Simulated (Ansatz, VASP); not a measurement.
One calculation of K, two programs

INCAR

```
SYSTEM = K
PREC = Accurate ; ENCUT = 520
EDIFF = 1E-6 ; ISMEAR = 0
SIGMA = 0.1 ; LREAL = .FALSE.
LASPH = .TRUE. ; NELM = 100
ALGO = Fast ; ISIF = 2
LWAVE = .FALSE. ; LCHARG = .TRUE.
LELF = .TRUE. ; LVHAR = .TRUE.
NBANDS = 10
```

The input KPOINTS:

```
Automatic mesh
0
G
  6 6 6
  0 0 0
```

The input POSCAR:

```
K
1.0
   -2.6180000000      2.6180000000      2.6180000000
    2.6180000000     -2.6180000000      2.6180000000
    2.6180000000      2.6180000000     -2.6180000000
K
1
Direct
    0.0000000000      0.0000000000      0.0000000000
```

Input for Ansatz:

```yaml
crystal:
  lattice:
    - [-2.618, 2.618, 2.618]
    - [2.618, -2.618, 2.618]
    - [2.618, 2.618, -2.618]
  atoms:
    - { symbol: K, position: [0.0, 0.0, 0.0] }
basis:
  ecutwfc: 420
kpoints:
  mp_grid: { grid: [6, 6, 6] }
hamiltonian:
  xc: lda
  pseudopotentials: { kind: paw, azcp: { folder: soft_1 } }
scf:
  occupations: { method: gaussian, width: 0.1 }
output:
  forces: true
  stress: true
  eigenvalues: true
```

Alike in both runs: task single point; functional LDA; k mesh 6 × 6 × 6; occupations gaussian, width 0.1 eV; no spin polarisation.

```csv
,VASP,Ansatz
version,VASP 6.6.1,Ansatz 0.2.0
potentials or method,"VASP PAW LDA potentials, release 64 (K_sv), cutoff 520 eV","scalar-relativistic, plane waves, PAW"
valence electrons in the cell,9,9
```

|  | VASP | Ansatz | Ansatz less VASP |
| --- | --- | --- | --- |
| gap on the k mesh at the Fermi level (eV) | none | none | - |
| pressure (GPa) | -0.4 | -0.4 | +0.01 |

Ansatz warns that its potentials were made for another functional, while VASP's fit it. LDA's correlation is that of Perdew and Zunger in VASP and of Perdew and Wang (1992) in Ansatz. A gap of «none» marks a metal or a gap that the smearing closes.
